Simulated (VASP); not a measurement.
# ZnO (P4_2/mnm) in VASP: settings compared

The runs below take ZnO through single point, with PBE, r2SCAN.

Program: VASP 6.6.1. These are calculated values, not measurements. Logs are shortened: lines on timing, memory, paths and dates and some standing lists are left out, and cuts for length are marked.

## (1) The cell of the first run

Symmetry: P4_2/mnm, No. 136, tetragonal system. Conventional cell: a = 5.552 Å, b = 5.552 Å, c = 3.246 Å, α = 90.00°, β = 90.00°, γ = 90.00°. Zn (site symmetry m2m) has 4 O at 1.95 to 2.02 Å within 2.6 Å. Within 2.6 Å of O (site symmetry m2m) lie 4 Zn at 1.95 to 2.02 Å.

## (2) Single point, PBE (12.51 Å³/atom)

File INCAR:

```
SYSTEM = ZnO
  PREC = Accurate
  ENCUT = 910
  EDIFF = 1E-6
  ISMEAR = 0
  SIGMA = 0.01
  LREAL = .FALSE.
  LASPH = .TRUE.
  NELM = 120
  ALGO = Normal
  ISIF = 2
  LWAVE = .FALSE.
  LCHARG = .FALSE.
  GGA = PE
  NBANDS = 46
  GGA_COMPAT = .FALSE.
```

File KPOINTS:

```
regular mesh
0
G
  4 4 6
  0 0 0
```

File POSCAR:

```
ZnO
1.0
    5.5519117388      0.0000000000      0.0000000000
    0.0000000000      5.5519117388      0.0000000000
    0.0000000000      0.0000000000      3.2458455511
Zn O
4 4
Direct
    0.1816732156      0.1816732156      0.5000000000
    0.8183267844      0.8183267844      0.5000000000
    0.6816732156      0.3183267844      0.0000000000
    0.3183267844      0.6816732156      0.0000000000
    0.8184370494      0.1815629506      0.5000000000
    0.1815629506      0.8184370494      0.5000000000
    0.6815629506      0.6815629506      0.0000000000
    0.3184370494      0.3184370494      0.0000000000
```

Potentials or basis: VASP PAW PBE potentials, release 64 (Zn, O_h).

The run is started by

```bash
$ cat potpaw_PBE.64/Zn/POTCAR potpaw_PBE.64/O_h/POTCAR > POTCAR
$ mpirun -np 1 vasp_std > vasp.out
```

OUTCAR:

```text
SYSTEM = ZnO
   PREC = Accurate
   ENCUT = 910
   EDIFF = 1E-6
   ISMEAR = 0
   LREAL = .FALSE.
   LASPH = .TRUE.
   NELM = 120
   ISIF = 2
   GGA = PE

 ion  position               nearest neighbor table
   1  0.182  0.182  0.500-   8 1.95   8 1.95   5 2.02   6 2.02   2 2.85
   2  0.818  0.818  0.500-   7 1.95   7 1.95   5 2.02   6 2.02   1 2.85
   3  0.682  0.318  0.000-   5 1.95   5 1.95   8 2.02   7 2.02   4 2.85
   4  0.318  0.682  0.000-   6 1.95   6 1.95   8 2.02   7 2.02   3 2.85
   5  0.818  0.182  0.500-   3 1.95   3 1.95   1 2.02   2 2.02
   6  0.182  0.818  0.500-   4 1.95   4 1.95   1 2.02   2 2.02
   7  0.682  0.682  0.000-   2 1.95   2 1.95   4 2.02   3 2.02
   8  0.318  0.318  0.000-   1 1.95   1 1.95   4 2.02   3 2.02

  LATTYP: Found a simple tetragonal cell.
 ALAT       =     5.5519117388
 C/A-ratio  =     0.5846356541

  Lattice vectors:

 A1 = (   5.5519117388,   0.0000000000,   0.0000000000)
 A2 = (   0.0000000000,   5.5519117388,   0.0000000000)
 A3 = (   0.0000000000,   0.0000000000,   3.2458455511)

Analysis of symmetry for initial positions (statically):
=====================================================================
 Subroutine PRICEL returns:
 Original cell was already a primitive cell.

 Routine SETGRP: Setting up the symmetry group for a
 simple tetragonal supercell.

 Subroutine GETGRP returns: Found 16 space group operations
 (whereof  8 operations were pure point group operations)
 out of a pool of 16 trial point group operations.

The static configuration has the point symmetry D_2h.
 The point group associated with its full space group is D_4h.

Analysis of symmetry for dynamics (positions and initial velocities):
=====================================================================
 Subroutine PRICEL returns:
 Original cell was already a primitive cell.

 Routine SETGRP: Setting up the symmetry group for a
 simple tetragonal supercell.

 Subroutine GETGRP returns: Found 16 space group operations
 (whereof  8 operations were pure point group operations)
 out of a pool of 16 trial point group operations.

The dynamic configuration has the point symmetry D_2h.
 The point group associated with its full space group is D_4h.

 Subroutine INISYM returns: Found 16 space group operations
 (whereof  8 operations are pure point group operations),
 and found     1 'primitive' translations

[... 110 lines left out ...]
   NFREE  =      0    steps in history (QN), initial steepest desc. (CG)
   ISIF   =      2    stress and relaxation
   ISYM   =      2    0-nonsym 1-usesym 2-fastsym
   POTIM  = 0.5000    time-step for ionic-motion
   TEBEG  =    0.0;   TEEND  =   0.0 temperature during run
   PSTRESS=    0.0 pullay stress
   NELECT =      72.0000    total number of electrons
   NUPDOWN=      -1.0000    fix difference up-down
   EMIN   =  10.00;   EMAX   =-10.00  energy-range for DOS
   EFERMI =   0.00;   METHOD = LEGACY
   ISMEAR =     0;   SIGMA  =   0.01  broadening in eV -4-tet -1-fermi 0-gaus
   EFERMI_NEDOS =   21; number of points for ismear=-14 and -15
   IALGO  =     38    algorithm
   IMIX   =      4    mixing-type and parameters
     AMIX     =   0.40;   BMIX     =  1.00
     AMIX_MAG =   1.60;   BMIX_MAG =  1.00
  volume/ion in A,a.u.               =      12.51        84.40
  Fermi-wavevector in a.u.,A,eV,Ry     =   1.467060  2.772342 29.283362  2.152266
  Thomas-Fermi vector in A             =   2.582723
   LORBIT       =      0    0 simple, 1 ext, 2 COOP (PROOUT), +10 PAW based schemes
   GGA     = PE    functional components
   LHFCALC =     F    Hartree Fock is set to
   AEXX    =    0.0000 exact exchange contribution
   IVDW    =     0    specifies the selected vdW correction
   LEPSILON=     F    determine dielectric tensor
   LRPA    =     F    only Hartree local field effects (RPA)
 non-spin polarized calculation
 Gauss-broadening in eV      SIGMA  =   0.01
  energy-cutoff  :      910.00
  volume of cell :      100.05
 maximum number of plane-waves:      6304
 NGX is ok and might be reduce to    56
   NGX = 27   NGY = 27   NGZ = 15

 number of electron      71.9999982 magnetization

 Free energy of the ion-electron system (eV)
  ---------------------------------------------------
  ext. energy  EPLUGINS =         0.00000000
  ---------------------------------------------------
  free energy    TOTEN  =       -35.50304038 eV

  energy without entropy =      -35.50304038  energy(sigma->0) =      -35.50304038

 E-fermi :   1.3050     XC(G=0): -10.5751

 val. band max:        1.2576278721   @ k =   0.0000   0.0000   0.0000
 cond. band min:       2.0309063011   @ k =   0.0000   0.0000   0.0000
 fundamental gap:      0.7732784290
 Fermi energy:         1.3049877207

 k-point     1 :       0.0000    0.0000    0.0000
  band No.  band energies     occupation
      1     -16.8272      2.00000
      2     -16.1265      2.00000
      3     -16.1265      2.00000
      4     -16.0444      2.00000
      5      -5.0648      2.00000
      6      -4.8285      2.00000
[... 1165 lines left out ...]
     45      11.5973      0.00000
     46      11.5973      0.00000

------------------------ aborting loop because EDIFF is reached ----------------------------------------

  FORCE on cell =-STRESS in cart. coord.  units (eV):
  Direction    XX          YY          ZZ          XY          YZ          ZX
  --------------------------------------------------------------------------------------
  -------------------------------------------------------------------------------------
  Total        2.7638906      2.7638906      3.3308775     -0.0000000      0.0000000      0.0000000
  in kB       44.2607196     44.2607196     53.3404024     -0.0000000      0.0000000      0.0000000
  external PRESSURE =      47.2872805 kB  Pullay stress =       0.0000000 kB

 VOLUME and BASIS-vectors are now :
 -----------------------------------------------------------------------------
  energy-cutoff  :      910.00
  volume of cell :      100.05
      direct lattice vectors                 reciprocal lattice vectors
     5.551911739  0.000000000  0.000000000     0.180118137  0.000000000  0.000000000
     0.000000000  5.551911739  0.000000000     0.000000000  0.180118137  0.000000000
     0.000000000  0.000000000  3.245845551     0.000000000  0.000000000  0.308086132

 POSITION                                       TOTAL-FORCE (eV/Angst)
 -----------------------------------------------------------------------------------
      1.00863      1.00863      1.62292         0.013847      0.013847      0.000000
      4.54328      4.54328      1.62292        -0.013847     -0.013847     -0.000000
      3.78459      1.76732      0.00000         0.013847     -0.013847     -0.000000
      1.76732      3.78459      0.00000        -0.013847      0.013847      0.000000
      4.54389      1.00802      1.62292        -0.009363      0.009363      0.000000
      1.00802      4.54389      1.62292         0.009363     -0.009363     -0.000000
      3.78398      3.78398      0.00000         0.009363      0.009363      0.000000
      1.76793      1.76793      0.00000        -0.009363     -0.009363     -0.000000
 -----------------------------------------------------------------------------------
    total drift:                                0.000000     -0.000000     -0.000000

  FREE ENERGIE OF THE ION-ELECTRON SYSTEM (eV)
  ---------------------------------------------------
  free  energy   TOTEN  =       -35.5030403811 eV

  energy  without entropy=      -35.5030403811  energy(sigma->0) =      -35.50304038
```

OSZICAR:

```text
N       E                     dE             d eps       ncg     rms          rms(c)
DAV:   1     0.998146714813E+03    0.99815E+03   -0.48391E+04  2220   0.325E+03
DAV:   2     0.189194170138E+03   -0.80895E+03   -0.77415E+03  2208   0.735E+02
DAV:   3    -0.176181385668E+02   -0.20681E+03   -0.19795E+03  2644   0.259E+02
DAV:   4    -0.414700808784E+02   -0.23852E+02   -0.23467E+02  2570   0.922E+01
DAV:   5    -0.420984408145E+02   -0.62836E+00   -0.62653E+00  2470   0.158E+01    0.212E+01
DAV:   6    -0.349636296087E+02    0.71348E+01   -0.16502E+01  3800   0.689E+01    0.123E+01
DAV:   7    -0.356261984063E+02   -0.66257E+00   -0.81838E+00  2456   0.189E+01    0.783E+00
DAV:   8    -0.356698463861E+02   -0.43648E-01   -0.20007E+00  3084   0.104E+01    0.333E+00
DAV:   9    -0.354940520360E+02    0.17579E+00   -0.44962E-01  3388   0.896E+00    0.872E-01
DAV:  10    -0.355024420810E+02   -0.83900E-02   -0.20704E-01  2500   0.288E+00    0.210E-01
DAV:  11    -0.355028374998E+02   -0.39542E-03   -0.51823E-03  2804   0.105E+00    0.150E-01
DAV:  12    -0.355030594638E+02   -0.22196E-03   -0.17166E-03  2958   0.691E-01    0.622E-02
DAV:  13    -0.355030533385E+02    0.61254E-05   -0.56423E-04  3160   0.296E-01    0.466E-02
DAV:  14    -0.355030529158E+02    0.42261E-06   -0.15315E-04  2366   0.977E-02    0.329E-02
DAV:  15    -0.355030403797E+02    0.12536E-04   -0.54680E-05  2546   0.476E-02    0.492E-03
DAV:  16    -0.355030403811E+02   -0.14388E-08   -0.38282E-06  2118   0.141E-02
   1 F= -.35503040E+02 E0= -.35503040E+02  d E =-.106690E-13
```

Run time: 1.9 min. Hardware: 1 thread of Intel Xeon 6975P-C (Granite Rapids), shared host; peak memory 0.42 GiB.

Results:

- Free energy: -35.5030 eV
- Pressure: 4.7 GPa
- Largest force: 0.020 eV/Å
- Band gap on the k mesh: 0.77 eV

Forces on the atoms (eV/Å):
```
Zn   0.014  0.014  0.000
Zn  -0.014 -0.014  0.000
Zn   0.014 -0.014  0.000
Zn  -0.014  0.014  0.000
O   -0.009  0.009  0.000
O    0.009 -0.009  0.000
O    0.009  0.009  0.000
O   -0.009 -0.009  0.000
```

Stress tensor (GPa, compression positive):
```
4.43 0.00 0.00
0.00 4.43 0.00
0.00 0.00 5.33
```

Caveat: the cutoff is under 1.25 times the usual one of these potentials, so pressure, stress and relaxed cells hold a basis-set (Pulay) error; the cell stands under pressure.

## (3) Single point, PBE (13.28 Å³/atom)

This run uses another cell than the first one, of 13.28 Å³/atom.

File INCAR:

```
ALGO     = Normal         # electronic algorithm
EDIFF    = 1E-6           # SCF threshold, eV
ENCUT    = 520            # plane-wave cutoff, eV
GGA      = PE             # functional
ISIF     = 2              # what is computed and relaxed
ISMEAR   = 0              # smearing method
LASPH    = True           # aspherical terms in the spheres
LCHARG   = True           # write CHGCAR
LELF     = True           # ELF
LREAL    = False          # projectors in reciprocal space
LVHAR    = True         
LWAVE    = False          # write WAVECAR
NBANDS   = 46             # bands
NELM     = 60             # most SCF steps
PREC     = Accurate       # precision mode
SIGMA    = 0.01           # smearing width, eV
```

File KPOINTS:

```
k-points
0
Gamma
  4 4 6
```

Changes to POSCAR since step 2:

```diff
@@ -2,5 +2,5 @@
 1.0
-    5.5519117388      0.0000000000      0.0000000000
-    0.0000000000      5.5519117388      0.0000000000
-    0.0000000000      0.0000000000      3.2458455511
+    5.6641017985      0.0000000000      0.0000000000
+    0.0000000000      5.6641017985      0.0000000000
+    0.0000000000      0.0000000000      3.3114358601
 Zn O
```

Potentials or basis: VASP PAW PBE potentials, release 64 (Zn, O).

The run is started by

```bash
$ cat potpaw_PBE.64/Zn/POTCAR potpaw_PBE.64/O/POTCAR > POTCAR
$ mpirun -np 1 vasp_std > vasp.out
```

It took 80 s on 1 thread of AMD EPYC 9R45 (Zen 5), shared host; peak memory 0.22 GiB.

It converged, with:

* Free energy: -35.5202 eV
* Pressure: -2.7 GPa
* Largest force: 0.023 eV/Å
* Band gap on the k mesh: 0.71 eV

Forces on the atoms (eV/Å):
```
Zn  -0.017 -0.017  0.000
Zn   0.017  0.017  0.000
Zn  -0.017  0.017  0.000
Zn   0.017 -0.017  0.000
O    0.014 -0.014  0.000
O   -0.014  0.014  0.000
O   -0.014 -0.014  0.000
O    0.014  0.014  0.000
```

Stress tensor (GPa, compression positive):
```
-2.56  0.00  0.00
 0.00 -2.56  0.00
 0.00  0.00 -2.90
```

Levels at points of the mesh, in eV from the valence-band top:
| k point | band 34 | band 35 | band 36 | band 37 | band 38 | band 39 |
| --- | --- | --- | --- | --- | --- | --- |
| (0.00, 0.00, 0.00) | -0.16 | -0.16 | 0.00 | 0.71 | 5.00 | 5.00 |
| (0.50, 0.00, 0.00) | -0.46 | -0.38 | -0.38 | 3.07 | 3.07 | 5.92 |
| (0.50, 0.50, 0.00) | -0.77 | -0.71 | -0.71 | 4.09 | 4.09 | 4.56 |
| (0.00, 0.00, 0.50) | -1.61 | -1.22 | -1.22 | 5.62 | 5.62 | 7.80 |
| (0.50, 0.00, 0.50) | -1.40 | -0.95 | -0.95 | 5.70 | 5.70 | 6.71 |
| (0.50, 0.50, 0.50) | -1.24 | -1.19 | -1.19 | 5.55 | 5.55 | 5.71 |

## (4) Single point, PBE (13.67 Å³/atom)

This run uses another cell than the first one, of 13.67 Å³/atom.

File INCAR:

```
ALGO = Normal
EDIFF = 1E-6
ENCUT = 520
GGA = PE
ISIF = 2
ISMEAR = 0
LASPH = True
LCHARG = False
LREAL = False
LWAVE = False
NBANDS = 46
NELM = 100
PREC = Accurate
SIGMA = 0.01
```

KPOINTS is that of step 3.

Changes to POSCAR since step 3:

```diff
@@ -2,5 +2,5 @@
 1.0
-    5.6641017985      0.0000000000      0.0000000000
-    0.0000000000      5.6641017985      0.0000000000
-    0.0000000000      0.0000000000      3.3114358601
+    5.7185676570      0.0000000000      0.0000000000
+    0.0000000000      5.7185676570      0.0000000000
+    0.0000000000      0.0000000000      3.3432785429
 Zn O
```

The run is started by

```bash
$ cat potpaw_PBE.64/Zn/POTCAR potpaw_PBE.64/O/POTCAR > POTCAR
$ mpirun -np 1 vasp_std > vasp.out
```

Wall time 93 s (1 thread of AMD EPYC 9R45 (Zen 5), shared host); peak memory 0.25 GiB.

Results (log left out):

```yaml
Free_energy: -35.4426 eV
Pressure: -5.6 GPa
Largest_force: 0.037 eV/Å
Band_gap_on_the_k_mesh: 0.68 eV
```

Forces on the atoms (eV/Å):
```
Zn  -0.026 -0.026  0.000
Zn   0.026  0.026  0.000
Zn  -0.026  0.026  0.000
Zn   0.026 -0.026  0.000
O    0.024 -0.024  0.000
O   -0.024  0.024  0.000
O   -0.024 -0.024  0.000
O    0.024  0.024  0.000
```

Stress tensor (GPa, compression positive):
```
-5.35  0.00  0.00
 0.00 -5.35  0.00
 0.00  0.00 -6.21
```

Levels at points of the mesh, in eV from the valence-band top:
| k point | band 32 | band 33 | band 34 | band 35 | band 36 | band 37 | band 38 | band 39 | band 40 | band 41 |
| --- | --- | --- | --- | --- | --- | --- | --- | --- | --- | --- |
| (0.00, 0.00, 0.00) | -0.74 | -0.35 | -0.14 | -0.14 | 0.00 | 0.68 | 4.90 | 4.90 | 6.81 | 7.15 |
| (0.50, 0.00, 0.00) | -1.35 | -0.44 | -0.44 | -0.36 | -0.36 | 3.02 | 3.02 | 5.84 | 5.84 | 7.79 |
| (0.50, 0.50, 0.00) | -0.96 | -0.74 | -0.74 | -0.68 | -0.68 | 4.01 | 4.01 | 4.52 | 4.52 | 8.10 |
| (0.00, 0.00, 0.50) | -1.54 | -1.53 | -1.53 | -1.17 | -1.17 | 5.52 | 5.52 | 7.61 | 7.61 | 7.82 |
| (0.50, 0.00, 0.50) | -1.63 | -1.32 | -1.32 | -0.90 | -0.90 | 5.60 | 5.60 | 6.68 | 6.68 | 7.41 |
| (0.50, 0.50, 0.50) | -1.22 | -1.17 | -1.17 | -1.12 | -1.12 | 5.56 | 5.56 | 5.61 | 5.61 | 7.40 |

Caveat: the cell stands under tension.

## (5) Single point, r2SCAN (11.60 Å³/atom)

This run uses another cell than the first one, of 11.60 Å³/atom.

File POSCAR:

```
ZnO
1.0
    5.4005813687      0.0000000000      0.0000000000
    0.0000000000      5.4005813687      0.0000000000
    0.0000000000      0.0000000000      3.1824713886
Zn O
4 4
Direct
    0.1817941392      0.1817941392      0.5000000000
    0.8182058608      0.8182058608      0.5000000000
    0.6817941392      0.3182058608      0.0000000000
    0.3182058608      0.6817941392      0.0000000000
    0.8174782387      0.1825217613      0.5000000000
    0.1825217613      0.8174782387      0.5000000000
    0.6825217613      0.6825217613      0.0000000000
    0.3174782387      0.3174782387      0.0000000000
```

File INCAR.step1:

```
  PREC = Accurate
  ENCUT = 520
  ISMEAR = 0
  SIGMA = 0.01
  LREAL = False
  LASPH = True
  NELM = 100
  NBANDS = 46
  GGA = PE
  ALGO = Normal
  EDIFF = 1E-4
  LWAVE = True
  LCHARG = False
```

File INCAR.step2:

```
  PREC = Accurate
  ENCUT = 520
  EDIFF = 1E-6
  ISMEAR = 0
  SIGMA = 0.01
  LREAL = False
  LASPH = True
  NELM = 100
  ALGO = Normal
  ISIF = 2
  LWAVE = False
  LCHARG = False
  METAGGA = R2SCAN
  LMIXTAU = True
  NBANDS = 46
  ISTART = 1
```

File KPOINTS:

```
regular mesh
0
Gamma
  4 4 6
```

The run is started by

```bash
$ cat potpaw_PBE.64/Zn/POTCAR potpaw_PBE.64/O/POTCAR > POTCAR
$ cp INCAR.step1 INCAR
$ mpirun -np 1 vasp_std > vasp.out
$ cp INCAR.step2 INCAR
$ mpirun -np 1 vasp_std > vasp.out
```

It took 3.7 min on 1 thread of AMD EPYC 9R45 (Zen 5), shared host; peak memory 0.21 GiB.

The run converged. Its results:

```
Free energy            : -72.1477 eV
Pressure               : 11.6 GPa
Largest force          : 0.101 eV/Å
Band gap on the k mesh : 1.26 eV
```

Forces on the atoms (eV/Å):
```
Zn   0.071  0.071  0.000
Zn  -0.071 -0.071  0.000
Zn   0.071 -0.071  0.000
Zn  -0.071  0.071  0.000
O   -0.029  0.029  0.000
O    0.029 -0.029  0.000
O    0.029  0.029  0.000
O   -0.029 -0.029  0.000
```

Stress tensor (GPa, compression positive):
```
10.83  0.00  0.00
 0.00 10.83  0.00
 0.00  0.00 13.10
```

Levels at points of the mesh, in eV from the valence-band top:
| k point | band 34 | band 35 | band 36 | band 37 | band 38 | band 39 |
| --- | --- | --- | --- | --- | --- | --- |
| (0.00, 0.00, 0.00) | -0.25 | -0.25 | 0.00 | 1.26 | 6.12 | 6.12 |
| (0.50, 0.00, 0.00) | -0.57 | -0.48 | -0.48 | 3.75 | 3.75 | 6.82 |
| (0.50, 0.50, 0.00) | -0.97 | -0.87 | -0.87 | 4.93 | 4.93 | 5.16 |
| (0.00, 0.00, 0.50) | -2.04 | -1.49 | -1.49 | 6.58 | 6.58 | 8.55 |
| (0.50, 0.00, 0.50) | -1.82 | -1.23 | -1.23 | 6.68 | 6.68 | 7.32 |
| (0.50, 0.50, 0.50) | -1.58 | -1.56 | -1.56 | 5.93 | 5.93 | 6.71 |

Caveat: the cell stands under pressure; the PAW data sets were made with another functional, which shifts forces and pressure a little.

## (6) The runs side by side

```tsv
level	potentials or basis	cell	cutoff (eV)	gap on the mesh (eV)	pressure (GPa)	largest force (eV/Å)
PBE	VASP PAW PBE potentials, release 64 (Zn, O_h)	a = 5.552, b = 5.552, c = 3.246 Å, 8 atoms, atomic positions A	910	0.77	4.7	0.02
PBE	VASP PAW PBE potentials, release 64 (Zn, O)	a = 5.664, b = 5.664, c = 3.311 Å, 8 atoms, atomic positions A	520	0.71	-2.7	0.02
PBE	VASP PAW PBE potentials, release 64 (Zn, O)	a = 5.719, b = 5.719, c = 3.343 Å, 8 atoms, atomic positions A	520	0.68	-5.6	0.04
r2SCAN	VASP PAW PBE potentials, release 64 (Zn, O)	a = 5.401, b = 5.401, c = 3.182 Å, 8 atoms, atomic positions B	520	1.26	11.6	0.10
```

Alike in all rows: task single point; no spin polarisation; k mesh 4 × 4 × 6; smearing gaussian 0.01 eV.

Caveats: the cell stands under pressure (at least some runs); the cutoff is under 1.25 times the usual one of these potentials, so pressure, stress and relaxed cells hold a basis-set (Pulay) error (at least some runs); the cell stands under tension (at least some runs); the PAW data sets were made with another functional, which shifts forces and pressure a little (at least some runs).

Total energies depend on the potentials used, so only differences within one code and one set of settings carry meaning.
